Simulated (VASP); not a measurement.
# GeCl3 (P1) in VASP: single point with PBE

Aim: the single point of GeCl3 with PBE.

Program: VASP 6.6.1. These are calculated values, not measurements. Logs are shortened: lines on timing, memory, paths and dates and some standing lists are left out, and cuts for length are marked.

**1. The cell of the first run**

The typed cell holds 8 atoms: a = 4.474 Å, b = 5.958 Å, c = 11.679 Å, α = 90.81°, β = 90.59°, γ = 89.86°.

**2. Single point, PBE**

Contents of INCAR:

```
SYSTEM = GeCl3
ALGO     = Fast           ! electronic algorithm
EDIFF    = 1E-7           ! SCF threshold, eV
ENCUT    = 520            ! plane-wave cutoff, eV
GGA      = PE             ! functional
ISIF     = 2              ! what is computed and relaxed
ISMEAR   = 0              ! smearing method
LASPH    = .TRUE.         ! aspherical terms in the spheres
LCHARG   = .FALSE.        ! write CHGCAR
LREAL    = .FALSE.        ! projectors in reciprocal space
LWAVE    = .FALSE.        ! write WAVECAR
NBANDS   = 45             ! bands
NELM     = 60             ! most SCF steps
PREC     = Accurate       ! precision mode
SIGMA    = 0.1            ! smearing width, eV
```

Contents of KPOINTS:

```
k-points
0
G
  4 4 2
  0 0 0
```

Contents of POSCAR:

```
GeCl3
1.0
    4.4741212394      0.0059565172      0.0038576010
    0.0070619127      5.9577524976     -0.0023106220
   -0.1294729594     -0.1611116627     11.6774610014
Ge Cl
2 6
Direct
    0.4965473267      0.4284874783      0.6911871951
    0.5031481330      0.5713565425      0.1877798214
    0.4931487136      0.2276767008      0.5329042196
    0.4985506281      0.7758247292      0.0335710570
    0.5010845246      0.1900115438      0.8318349760
    0.5059496295      0.8065898633      0.3332130599
    0.9995466751      0.5942658261      0.6979685119
    0.0020243693      0.4057873159      0.1915411590
```

Potentials or basis: VASP PAW PBE potentials, release 64 (Ge_d, Cl).

Started as:

```sh
$ cat potpaw_PBE.64/Ge_d/POTCAR potpaw_PBE.64/Cl/POTCAR > POTCAR
$ mpirun -np 1 vasp_std > vasp.out
```

OUTCAR:

```text
SYSTEM = GeCl3
   EDIFF = 1E-7
   ENCUT = 520
   GGA = PE
   ISIF = 2
   ISMEAR = 0
   LASPH = .TRUE.
   LREAL = .FALSE.
   NELM = 60
   PREC = Accurate

 ion  position               nearest neighbor table
   1  0.497  0.428  0.691-   5 2.19   3 2.19   7 2.43   7 2.46
   2  0.503  0.571  0.188-   6 2.19   4 2.19   8 2.44   8 2.45
   3  0.493  0.228  0.533-   1 2.19
   4  0.499  0.776  0.034-   2 2.19
   5  0.501  0.190  0.832-   1 2.19
   6  0.506  0.807  0.333-   2 2.19
   7  1.000  0.594  0.698-   1 2.43   1 2.46
   8  0.002  0.406  0.192-   2 2.44   2 2.45

  LATTYP: Found a triclinic cell.
 ALAT       =    11.6792900321
 B/A-ratio  =     0.5101129533
 C/A-ratio  =     0.3830820928
 COS(alpha) =     0.0025163189
 COS(beta)  =     0.0102419718
 COS(gamma) =     0.0141955482

  Lattice vectors:

 A1 = (   0.1294729594,   0.1611116627, -11.6774610014)
 A2 = (   0.0070619127,   5.9577524976,  -0.0023106220)
 A3 = (   4.4741212394,   0.0059565172,   0.0038576010)

Analysis of symmetry for initial positions (statically):
=====================================================================
 Subroutine PRICEL returns:
 Original cell was already a primitive cell.

 Routine SETGRP: Setting up the symmetry group for a
 triclinic supercell.

 Subroutine GETGRP returns: Found  1 space group operations
 (whereof  1 operations were pure point group operations)
 out of a pool of  2 trial point group operations.

The static configuration has the point symmetry C_1 .

Analysis of symmetry for dynamics (positions and initial velocities):
=====================================================================
 Subroutine PRICEL returns:
 Original cell was already a primitive cell.

 Routine SETGRP: Setting up the symmetry group for a
 triclinic supercell.

 Subroutine GETGRP returns: Found  1 space group operations
 (whereof  1 operations were pure point group operations)
 out of a pool of  2 trial point group operations.

The dynamic configuration has the point symmetry C_1 .

 Subroutine INISYM returns: Found  1 space group operations
 (whereof  1 operations are pure point group operations),
 and found     1 'primitive' translations

[... 104 lines left out ...]
   NSW    =      0    number of steps for IOM
   IBRION =     -1    ionic relax: 0-MD 1-quasi-New 2-CG
   NFREE  =      0    steps in history (QN), initial steepest desc. (CG)
   ISIF   =      2    stress and relaxation
   ISYM   =      2    0-nonsym 1-usesym 2-fastsym
   POTIM  = 0.5000    time-step for ionic-motion
   TEBEG  =    0.0;   TEEND  =   0.0 temperature during run
   PSTRESS=    0.0 pullay stress
   NELECT =      70.0000    total number of electrons
   NUPDOWN=      -1.0000    fix difference up-down
   EMIN   =  10.00;   EMAX   =-10.00  energy-range for DOS
   EFERMI =   0.00;   METHOD = LEGACY
   ISMEAR =     0;   SIGMA  =   0.10  broadening in eV -4-tet -1-fermi 0-gaus
   EFERMI_NEDOS =   21; number of points for ismear=-14 and -15
   IALGO  =     68    algorithm
   IMIX   =      4    mixing-type and parameters
     AMIX     =   0.40;   BMIX     =  1.00
     AMIX_MAG =   1.60;   BMIX_MAG =  1.00
  volume/ion in A,a.u.               =      38.91       262.57
  Fermi-wavevector in a.u.,A,eV,Ry     =   0.995545  1.881307 13.484870  0.991110
  Thomas-Fermi vector in A             =   2.127572
   LORBIT       =      0    0 simple, 1 ext, 2 COOP (PROOUT), +10 PAW based schemes
   GGA     = PE    functional components
   LHFCALC =     F    Hartree Fock is set to
   AEXX    =    0.0000 exact exchange contribution
   IVDW    =     0    specifies the selected vdW correction
   LEPSILON=     F    determine dielectric tensor
   LRPA    =     F    only Hartree local field effects (RPA)
 non-spin polarized calculation
 RMM-DIIS sequential band-by-band and
 Gauss-broadening in eV      SIGMA  =   0.10
  energy-cutoff  :      520.00
  volume of cell :      311.27
 maximum number of plane-waves:      8426
 NGX is ok and might be reduce to    36
   NGX = 17   NGY = 23   NGZ = 43

 number of electron      69.9999993 magnetization

 Free energy of the ion-electron system (eV)
  ---------------------------------------------------
  ext. energy  EPLUGINS =         0.00000000
  ---------------------------------------------------
  free energy    TOTEN  =       -25.80699105 eV

  energy without entropy =      -25.77816866  energy(sigma->0) =      -25.79257985

 E-fermi :  -1.0301     XC(G=0):  -6.5293

 val. band max:       -1.0357731002   @ k =   0.2500   0.2500   0.5000
 cond. band min:      -1.0251285505   @ k =  -0.2500   0.2500   0.5000
 fundamental gap:      0.0106445497
 Fermi energy:        -1.0301165234

 k-point     1 :       0.0000    0.0000    0.0000
  band No.  band energies     occupation
      1     -25.9956      2.00000
      2     -25.9935      2.00000
      3     -25.9510      2.00000
      4     -25.9488      2.00000
      5     -25.9481      2.00000
      6     -25.9459      2.00000
[... 949 lines left out ...]
     44       6.0335      0.00000
     45       6.9386      0.00000

------------------------ aborting loop because EDIFF is reached ----------------------------------------

  FORCE on cell =-STRESS in cart. coord.  units (eV):
  Direction    XX          YY          ZZ          XY          YZ          ZX
  --------------------------------------------------------------------------------------
  -------------------------------------------------------------------------------------
  Total       -0.0519649     -0.2740583     -0.3126265     -0.0427452      0.0076358      0.0014726
  in kB       -0.2674734     -1.4106323     -1.6091504     -0.2200177      0.0393032      0.0075796
  external PRESSURE =      -1.0957520 kB  Pullay stress =       0.0000000 kB

 VOLUME and BASIS-vectors are now :
 -----------------------------------------------------------------------------
  energy-cutoff  :      520.00
  volume of cell :      311.27
      direct lattice vectors                 reciprocal lattice vectors
     4.474121239  0.005956517  0.003857601     0.223505796 -0.000263969  0.002474462
     0.007061913  5.957752498 -0.002310622    -0.000225457  0.167849695  0.002313290
    -0.129472959 -0.161111663 11.677461001    -0.000073879  0.000033300  0.085634694

 POSITION                                       TOTAL-FORCE (eV/Angst)
 -----------------------------------------------------------------------------------
      2.13515      2.44442      8.07224         0.021572     -0.042663     -0.009862
      2.23087      3.37674      2.19341        -0.011492      0.049982      0.003925
      2.13902      1.27352      6.22434         0.002338      0.029408      0.034049
      2.23171      4.61973      0.39216        -0.001805     -0.033996      0.033430
      2.13555      1.00101      9.71521         0.002168      0.032735     -0.020464
      2.22623      4.75479      3.89117        -0.001207     -0.029851     -0.023451
      4.38592      3.43399      8.15298        -0.025969     -0.018872     -0.004678
     -0.01288      2.38673      2.23578         0.014395      0.013258     -0.012949
 -----------------------------------------------------------------------------------
    total drift:                               -0.000234      0.000399      0.000888

  FREE ENERGIE OF THE ION-ELECTRON SYSTEM (eV)
  ---------------------------------------------------
  free  energy   TOTEN  =       -25.8069910485 eV

  energy  without entropy=      -25.7781686595  energy(sigma->0) =      -25.79257985
```

OSZICAR:

```text
N       E                     dE             d eps       ncg     rms          rms(c)
DAV:   1     0.767278648960E+03    0.76728E+03   -0.30577E+04  2328   0.205E+03
DAV:   2     0.104203647116E+03   -0.66308E+03   -0.63505E+03  2165   0.598E+02
DAV:   3    -0.194193129148E+02   -0.12362E+03   -0.12244E+03  2152   0.177E+02
DAV:   4    -0.266314386146E+02   -0.72121E+01   -0.71477E+01  2150   0.565E+01
DAV:   5    -0.269018773587E+02   -0.27044E+00   -0.27019E+00  2460   0.988E+00    0.139E+01
RMM:   6    -0.258816099361E+02    0.10203E+01   -0.14217E+00  2524   0.555E+00    0.884E+00
RMM:   7    -0.258476785982E+02    0.33931E-01   -0.12512E+00  2731   0.382E+00    0.207E+00
RMM:   8    -0.258331947755E+02    0.14484E-01   -0.22455E-01  2550   0.304E+00    0.178E+00
RMM:   9    -0.258091034046E+02    0.24091E-01   -0.30764E-02  2799   0.953E-01    0.293E-01
RMM:  10    -0.258067461965E+02    0.23572E-02   -0.12903E-02  2629   0.765E-01    0.152E-01
RMM:  11    -0.258068515339E+02   -0.10534E-03   -0.33878E-03  2849   0.316E-01    0.558E-02
RMM:  12    -0.258069808633E+02   -0.12933E-03   -0.98711E-04  3174   0.153E-01    0.406E-02
RMM:  13    -0.258069913276E+02   -0.10464E-04   -0.20411E-04  2559   0.778E-02    0.156E-02
RMM:  14    -0.258069914712E+02   -0.14362E-06   -0.53213E-05  2671   0.497E-02    0.971E-03
RMM:  15    -0.258069909033E+02    0.56787E-06   -0.19333E-05  2998   0.224E-02    0.314E-03
RMM:  16    -0.258069910383E+02   -0.13501E-06   -0.26208E-06  2622   0.117E-02    0.203E-03
RMM:  17    -0.258069910485E+02   -0.10195E-07   -0.70551E-07  2207   0.441E-03
   1 F= -.25806991E+02 E0= -.25792580E+02  d E =-.288224E-01
```

stdout:

```text
POSCAR found type information on POSCAR GeCl
 POSCAR found :  2 types and       8 ions
 scaLAPACK will be used
 LDA part: xc-table for (Slater+PW92), standard interpolation
 POSCAR, INCAR and KPOINTS ok, starting setup
 FFT: planning ... GRIDC
 FFT: planning ... GRID_SOFT
 FFT: planning ... GRID
 WAVECAR not read
 entering main loop
WARNING in EDDRMM: call to ZHEGV failed, returncode =   8  4     39
WARNING in EDDRMM: call to ZHEGV failed, returncode =   8  4     40
 num prob WARNING in EDDRMM: call to ZHEGV failed, returncode =   8  4     37
```

It took 6.3 min on 1 thread of Oxide Virtual Turin-like, shared host; peak memory 0.46 GiB.

What came out:

- Free energy: -25.8070 eV
- Pressure: -0.1 GPa
- Largest force: 0.051 eV/Å
- Band gap on the k mesh: zero (bands 35 and 36 overlap by 2.53 eV)

Forces in eV/Å, atoms in the order of the input:
```
Ge   0.022 -0.043 -0.010
Ge  -0.011  0.050  0.004
Cl   0.002  0.029  0.034
Cl  -0.002 -0.034  0.033
Cl   0.002  0.033 -0.020
Cl  -0.001 -0.030 -0.023
Cl  -0.026 -0.019 -0.005
Cl   0.014  0.013 -0.013
```

Stress tensor (GPa, compression positive):
```
-0.03 -0.02  0.00
-0.02 -0.14  0.00
 0.00  0.00 -0.16
```
